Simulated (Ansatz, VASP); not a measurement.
**TiAl3 in VASP and in Ansatz**

```xyz
4
Lattice="-1.9227 1.9227 4.6563 1.9227 -1.9227 4.6563 1.9227 1.9227 -4.6563" Properties=species:S:1:pos:R:3 pbc="T T T"
Ti    0.0000    0.0000    0.0000
Al    0.0000    0.0000    4.6563
Al    0.0000    1.9227    2.3282
Al    1.9227    0.0000    2.3282
```

Change from the starting cell: strain +0.000 along x and y, +0.080 along z, atoms carried along.

Alike in both runs: task single point; functional PBE; k mesh 18 × 18 × 18; occupations gaussian, width 0.15 eV; no spin polarisation.

|  | VASP | Ansatz |
| --- | --- | --- |
| version | VASP 6.6.1 | Ansatz 0.2.0 |
| potentials or method | VASP PAW PBE potentials, release 64 (Ti_sv, Al), cutoff 520 eV | scalar-relativistic, plane waves, PAW |
| valence electrons in the cell | 21 | 21 |

```tsv
	VASP	Ansatz	Ansatz less VASP
gap on the k mesh at the Fermi level (eV)	none	none	-
pressure (GPa)	-6.2	-6.1	+0.03
traceless stress, the component that is largest in VASP (GPa)	-7.60	-7.60	-0.003
```

A gap of «none» marks a metal or a gap that the smearing closes.
